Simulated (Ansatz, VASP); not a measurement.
**One calculation of Ga2SeS3, two programs**

```
CELL_PARAMETERS angstrom
4.19632 0.00000 0.00000
0.00000 4.19632 0.00000
0.00000 0.00000 8.94734
ATOMIC_POSITIONS crystal
Ga 0.50000 0.50000 0.74937
Ga 0.50000 0.50000 0.25063
Se 0.50000 0.50000 0.00000
S 0.50000 0.00000 0.50000
S 0.00000 0.50000 0.50000
S 0.00000 0.00000 0.50000
```

Alike in both runs: task single point; functional PBE; k mesh 4 × 4 × 2; occupations gaussian, width 0.1 eV; no spin polarisation.

```csv
,VASP,Ansatz
version,VASP 6.6.1,Ansatz 0.2.0
potentials or method,"VASP PAW PBE potentials, release 64 (Ga_d, Se, S), cutoff 520 eV","scalar-relativistic, plane waves, PAW"
valence electrons in the cell,50,60
```

|  | VASP | Ansatz | Ansatz less VASP |
| --- | --- | --- | --- |
| gap on the k mesh at the Fermi level (eV) | none | none | - |
| pressure (GPa) | 9.8 | 9.9 | +0.15 |
| traceless stress, the component that is largest in VASP (GPa) | -7.11 | -7.38 | -0.277 |
| rms of the force components (eV/Å) | 0.937 | 0.930 | -0.0076 |

Atom by atom the forces differ by 0.008 eV/Å (rms over components). A gap of «none» marks a metal or a gap that the smearing closes. VASP's potentials hold 50 valence electrons a cell and Ansatz's 60, so a difference there can come from the potentials and not from the codes.

The k mesh is coarse, so the values compare programs but aren't converged.
